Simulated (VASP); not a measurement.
# Mo3Ru (Pm-3m) in VASP: single point with PBE

Aim: the single point of Mo3Ru with PBE.

Program: VASP 6.6.1. These are calculated values, not measurements. Logs are shortened: lines on timing, memory, paths and dates and some standing lists are left out, and cuts for length are marked.

## 1. The cell of the first run

It takes space group Pm-3m (No. 221, cubic). Conventional cell: a = 3.983 Å, b = 3.983 Å, c = 3.983 Å, α = 90.00°, β = 90.00°, γ = 90.00°. Mo (site symmetry 4/mmm) has 8 Mo at 2.82 Å and 4 Ru at 2.82 Å within 3.7 Å. Ru (site symmetry m-3m) has 12 Mo at 2.82 Å within 3.7 Å.

## 2. Single point, PBE

Contents of INCAR:

```
SYSTEM = Mo3Ru
PREC = Accurate ; ENCUT = 520
EDIFF = 1E-6 ; ISMEAR = 0
SIGMA = 0.1 ; LREAL = .False.
LASPH = .True. ; NELM = 80
ALGO = Normal ; ISIF = 2
LWAVE = .False. ; LCHARG = .True.
GGA = PE ; LELF = .True.
LVHAR = .True. ; NBANDS = 36
```

Contents of KPOINTS:

```
regular mesh
0
Gamma
  4 4 4
  0 0 0
```

Contents of POSCAR:

```
Mo3Ru
1.0
    3.9828219500      0.0000000000      0.0000000000
    0.0000000000      3.9828219500      0.0000000000
    0.0000000000      0.0000000000      3.9828219500
Mo Ru
3 1
Direct
    0.0000000000      0.5000000000      0.5000000000
    0.5000000000      0.0000000000      0.5000000000
    0.5000000000      0.5000000000      0.0000000000
    0.0000000000      0.0000000000      0.0000000000
```

Potentials or basis: VASP PAW PBE potentials, release 64 (Mo_sv, Ru_pv).

Started as:

```console
> cat potpaw_PBE.64/Mo_sv/POTCAR potpaw_PBE.64/Ru_pv/POTCAR > POTCAR
> mpirun -np 1 vasp_std > vasp.out
```

OUTCAR:

```text
SYSTEM = Mo3Ru
   PREC = Accurate
   ENCUT = 520
   EDIFF = 1E-6
   ISMEAR = 0
   LREAL = .False.
   LASPH = .True.
   NELM = 80
   ISIF = 2
   GGA = PE

 ion  position               nearest neighbor table
   1  0.000  0.500  0.500-   2 2.82   3 2.82   4 2.82   3 2.82   4 2.82   2 2.82   4 2.82   4 2.82
                             2 2.82   3 2.82   3 2.82   2 2.82
   2  0.500  0.000  0.500-   1 2.82   3 2.82   4 2.82   3 2.82   4 2.82   1 2.82   3 2.82   3 2.82
                             1 2.82   4 2.82   4 2.82   1 2.82
   3  0.500  0.500  0.000-   1 2.82   2 2.82   4 2.82   1 2.82   2 2.82   2 2.82   4 2.82   2 2.82
                             1 2.82   4 2.82   1 2.82   4 2.82
   4  0.000  0.000  0.000-   1 2.82   2 2.82   3 2.82   1 2.82   2 2.82   1 2.82   3 2.82   1 2.82
                             2 2.82   3 2.82   2 2.82   3 2.82

  LATTYP: Found a simple cubic cell.
 ALAT       =     3.9828219500

  Lattice vectors:

 A1 = (   3.9828219500,   0.0000000000,   0.0000000000)
 A2 = (   0.0000000000,   3.9828219500,   0.0000000000)
 A3 = (   0.0000000000,   0.0000000000,   3.9828219500)

Analysis of symmetry for initial positions (statically):
=====================================================================
 Subroutine PRICEL returns:
 Original cell was already a primitive cell.

 Routine SETGRP: Setting up the symmetry group for a
 simple cubic supercell.

 Subroutine GETGRP returns: Found 48 space group operations
[... 9 lines left out ...]

 Routine SETGRP: Setting up the symmetry group for a
 simple cubic supercell.

 Subroutine GETGRP returns: Found 48 space group operations
[... 11 lines left out ...]
                                     Primitive cell

  volume of cell :      63.1790

  direct lattice vectors                    reciprocal lattice vectors
     3.982821950  0.000000000  0.000000000     0.251078259  0.000000000  0.000000000
     0.000000000  3.982821950  0.000000000     0.000000000  0.251078259  0.000000000
     0.000000000  0.000000000  3.982821950     0.000000000  0.000000000  0.251078259

  length of vectors
     3.982821950  3.982821950  3.982821950     0.251078259  0.251078259  0.251078259

  position of ions in fractional coordinates (direct lattice)
     0.000000000  0.500000000  0.500000000
     0.500000000  0.000000000  0.500000000
     0.500000000  0.500000000  0.000000000
     0.000000000  0.000000000  0.000000000

  ion indices of the primitive-cell ions
   primitive index   ion index
                 1           1
                 2           2
                 3           3
                 4           4

----------------------------------------------------------------------------------------

 KPOINTS: regular mesh

Automatic generation of k-mesh.
 Grid dimensions read from file:
 generate k-points for:    4    4    4

 Generating k-lattice:

  Cartesian coordinates                     Fractional coordinates (reciprocal lattice)
     0.062769565  0.000000000  0.000000000     0.250000000  0.000000000  0.000000000
     0.000000000  0.062769565  0.000000000     0.000000000  0.250000000  0.000000000
     0.000000000  0.000000000  0.062769565     0.000000000  0.000000000  0.250000000

  Length of vectors
     0.062769565  0.062769565  0.062769565

  Shift w.r.t. Gamma in fractional coordinates (k-lattice)
     0.000000000  0.000000000  0.000000000

 Subroutine IBZKPT returns following result:
 ===========================================

 Found     10 irreducible k-points:

 Following reciprocal coordinates:
            Coordinates               Weight
  0.000000  0.000000  0.000000      1.000000
  0.250000  0.000000  0.000000      6.000000
  0.500000  0.000000  0.000000      3.000000
  0.250000  0.250000  0.000000     12.000000
  0.500000  0.250000  0.000000     12.000000
  0.500000  0.500000  0.000000      3.000000
  0.250000  0.250000  0.250000      8.000000
  0.500000  0.250000  0.250000     12.000000
  0.500000  0.500000  0.250000      6.000000
  0.500000  0.500000  0.500000      1.000000
   k-points           NKPTS =     10   k-points in BZ     NKDIM =     10   number of bands    NBANDS=     36
   number of dos      NEDOS =    301   number of ions     NIONS =      4
   total plane-waves  NPLWV =  27000
   dimension x,y,z NGX =    30 NGY =   30 NGZ =   30
   dimension x,y,z NGXF=    60 NGYF=   60 NGZF=   60
   ions per type =               3   1
   NGX,Y,Z   is equivalent  to a cutoff of  12.52, 12.52, 12.52 a.u.
   NGXF,Y,Z  is equivalent  to a cutoff of  25.04, 25.04, 25.04 a.u.
 SYSTEM =  Mo3Ru
   PREC   = accura    normal or accurate (medium, high low for compatibility)
   ISTART =      0    job   : 0-new  1-cont  2-samecut
   ICHARG =      2    charge: 1-file 2-atom 10-const
   ISPIN  =      1    spin polarized calculation?
   LNONCOLLINEAR =      F non collinear calculations
   LSORBIT =      F    spin-orbit coupling
   LASPH  =      T    aspherical Exc in radial PAW
   ENCUT  =  520.0 eV  38.22 Ry    6.18 a.u.   7.41  7.41  7.41*2*pi/ulx,y,z
   NELM   =     80;   NELMIN=  2; NELMDL= -5     # of ELM steps
   EDIFF  = 0.1E-05   stopping-criterion for ELM
   LREAL  =      F    real-space projection
   EDIFFG = 0.1E-04   stopping-criterion for IOM
   NSW    =      0    number of steps for IOM
   IBRION =     -1    ionic relax: 0-MD 1-quasi-New 2-CG
   NFREE  =      0    steps in history (QN), initial steepest desc. (CG)
   ISIF   =      2    stress and relaxation
   ISYM   =      2    0-nonsym 1-usesym 2-fastsym
   POTIM  = 0.5000    time-step for ionic-motion
   TEBEG  =    0.0;   TEEND  =   0.0 temperature during run
   PSTRESS=    0.0 pullay stress
   NELECT =      56.0000    total number of electrons
   NUPDOWN=      -1.0000    fix difference up-down
   EMIN   =  10.00;   EMAX   =-10.00  energy-range for DOS
   EFERMI =   0.00;   METHOD = LEGACY
   ISMEAR =     0;   SIGMA  =   0.10  broadening in eV -4-tet -1-fermi 0-gaus
   EFERMI_NEDOS =   21; number of points for ismear=-14 and -15
   IALGO  =     38    algorithm
   IMIX   =      4    mixing-type and parameters
     AMIX     =   0.40;   BMIX     =  1.00
     AMIX_MAG =   1.60;   BMIX_MAG =  1.00
  volume/ion in A,a.u.               =      15.79       106.59
  Fermi-wavevector in a.u.,A,eV,Ry     =   1.572582  2.971749 33.647397  2.473014
  Thomas-Fermi vector in A             =   2.673995
   LORBIT       =      0    0 simple, 1 ext, 2 COOP (PROOUT), +10 PAW based schemes
   GGA     = PE    functional components
   LHFCALC =     F    Hartree Fock is set to
   AEXX    =    0.0000 exact exchange contribution
   IVDW    =     0    specifies the selected vdW correction
   LEPSILON=     F    determine dielectric tensor
   LRPA    =     F    only Hartree local field effects (RPA)
 non-spin polarized calculation
 Gauss-broadening in eV      SIGMA  =   0.10
  energy-cutoff  :      520.00
  volume of cell :       63.18
 maximum number of plane-waves:      1743
 NGX is ok and might be reduce to    30
   NGX = 15   NGY = 15   NGZ = 15

 number of electron      56.0000011 magnetization

 Free energy of the ion-electron system (eV)
  ---------------------------------------------------
  ext. energy  EPLUGINS =         0.00000000
  ---------------------------------------------------
  free energy    TOTEN  =       -41.16686972 eV

  energy without entropy =      -41.16009771  energy(sigma->0) =      -41.16348372

 E-fermi :  11.4555     XC(G=0): -13.2966

 val. band max:       11.4175661593   @ k =   0.5000   0.5000   0.2500
 cond. band min:      11.6386859485   @ k =   0.5000   0.0000   0.0000
 fundamental gap:      0.2211197892
 Fermi energy:        11.4554587516

 k-point     1 :       0.0000    0.0000    0.0000
  band No.  band energies     occupation
      1     -49.2438      2.00000
      2     -49.0097      2.00000
      3     -49.0097      2.00000
      4     -30.9372      2.00000
      5     -30.9372      2.00000
      6     -30.9372      2.00000
[... 28 lines left out ...]
     35      15.4154      0.00000
     36      15.5053      0.00000

 k-point     2 :       0.2500    0.0000    0.0000
  band No.  band energies     occupation
      1     -49.2144      2.00000
      2     -49.0397      2.00000
      3     -49.0093      2.00000
      4     -30.9351      2.00000
      5     -30.9351      2.00000
      6     -30.9350      2.00000
[... 28 lines left out ...]
     35      14.8169      0.00000
     36      14.8355      0.00000

 k-point     3 :       0.5000    0.0000    0.0000
  band No.  band energies     occupation
      1     -49.1669      2.00000
      2     -49.0880      2.00000
      3     -49.0089      2.00000
      4     -30.9329      2.00000
      5     -30.9329      2.00000
      6     -30.9328      2.00000
[... 28 lines left out ...]
     35      14.4400      0.00000
     36      14.8146      0.00000

 k-point     4 :       0.2500    0.2500    0.0000
  band No.  band energies     occupation
      1     -49.1882      2.00000
      2     -49.0487      2.00000
      3     -49.0264      2.00000
      4     -30.9383      2.00000
      5     -30.9330      2.00000
      6     -30.9330      2.00000
[... 28 lines left out ...]
     35      14.1952      0.00000
     36      15.0415      0.00000

 k-point     5 :       0.5000    0.2500    0.0000
  band No.  band energies     occupation
      1     -49.1435      2.00000
      2     -49.0877      2.00000
      3     -49.0318      2.00000
      4     -30.9363      2.00000
      5     -30.9363      2.00000
      6     -30.9309      2.00000
[... 28 lines left out ...]
     35      14.7408      0.00000
     36      14.8743      0.00000

 k-point     6 :       0.5000    0.5000    0.0000
  band No.  band energies     occupation
      1     -49.0875      2.00000
      2     -49.0875      2.00000
      3     -49.0875      2.00000
      4     -30.9397      2.00000
      5     -30.9397      2.00000
      6     -30.9289      2.00000
[... 28 lines left out ...]
     35      13.3493      0.00000
     36      16.3351      0.00000

 k-point     7 :       0.2500    0.2500    0.2500
  band No.  band energies     occupation
      1     -49.1660      2.00000
      2     -49.0483      2.00000
      3     -49.0483      2.00000
      4     -30.9392      2.00000
      5     -30.9392      2.00000
      6     -30.9310      2.00000
[... 28 lines left out ...]
     35      14.7729      0.00000
     36      15.7286      0.00000

 k-point     8 :       0.5000    0.2500    0.2500
  band No.  band energies     occupation
      1     -49.1268      2.00000
      2     -49.0873      2.00000
      3     -49.0478      2.00000
      4     -30.9401      2.00000
      5     -30.9399      2.00000
      6     -30.9344      2.00000
[... 28 lines left out ...]
     35      14.4268      0.00000
     36      14.5018      0.00000

 k-point     9 :       0.5000    0.5000    0.2500
  band No.  band energies     occupation
      1     -49.0869      2.00000
      2     -49.0869      2.00000
      3     -49.0869      2.00000
      4     -30.9436      2.00000
      5     -30.9436      2.00000
      6     -30.9382      2.00000
[... 28 lines left out ...]
     35      14.6260      0.00000
     36      15.8598      0.00000

 k-point    10 :       0.5000    0.5000    0.5000
  band No.  band energies     occupation
      1     -49.0863      2.00000
      2     -49.0863      2.00000
      3     -49.0863      2.00000
      4     -30.9474      2.00000
      5     -30.9474      2.00000
      6     -30.9474      2.00000
[... 28 lines left out ...]
     35      14.7123      0.00000
     36      14.7123      0.00000

------------------------ aborting loop because EDIFF is reached ----------------------------------------

  FORCE on cell =-STRESS in cart. coord.  units (eV):
  Direction    XX          YY          ZZ          XY          YZ          ZX
  --------------------------------------------------------------------------------------
  -------------------------------------------------------------------------------------
  Total       -2.0488076     -2.0488076     -2.0488076      0.0000000      0.0000000     -0.0000000
  in kB      -51.9564027    -51.9564027    -51.9564027      0.0000000      0.0000000     -0.0000000
  external PRESSURE =     -51.9564027 kB  Pullay stress =       0.0000000 kB

 VOLUME and BASIS-vectors are now :
 -----------------------------------------------------------------------------
  energy-cutoff  :      520.00
  volume of cell :       63.18
      direct lattice vectors                 reciprocal lattice vectors
     3.982821950  0.000000000  0.000000000     0.251078259  0.000000000  0.000000000
     0.000000000  3.982821950  0.000000000     0.000000000  0.251078259  0.000000000
     0.000000000  0.000000000  3.982821950     0.000000000  0.000000000  0.251078259

 POSITION                                       TOTAL-FORCE (eV/Angst)
 -----------------------------------------------------------------------------------
      0.00000      1.99141      1.99141         0.000000      0.000000      0.000000
      1.99141      0.00000      1.99141         0.000000      0.000000      0.000000
      1.99141      1.99141      0.00000         0.000000      0.000000      0.000000
      0.00000      0.00000      0.00000         0.000000      0.000000      0.000000
 -----------------------------------------------------------------------------------
    total drift:                                0.000000      0.000000     -0.000000

  FREE ENERGIE OF THE ION-ELECTRON SYSTEM (eV)
  ---------------------------------------------------
  free  energy   TOTEN  =       -41.1668697250 eV

  energy  without entropy=      -41.1600977069  energy(sigma->0) =      -41.16348372
```

Wall time 20 s (1 thread of Intel Xeon Platinum 8488C (Sapphire Rapids), shared host); peak memory 0.17 GiB.

What came out:

| Item | Value |
| --- | --- |
| Free energy | -41.1669 eV |
| Pressure | -5.2 GPa |
| Band gap on the k mesh | zero (band 28 reaches 14.81 eV, above the bottom of band 29 at 11.14 eV) |

Caveat: the k points lie up to 0.39 Å⁻¹ apart.
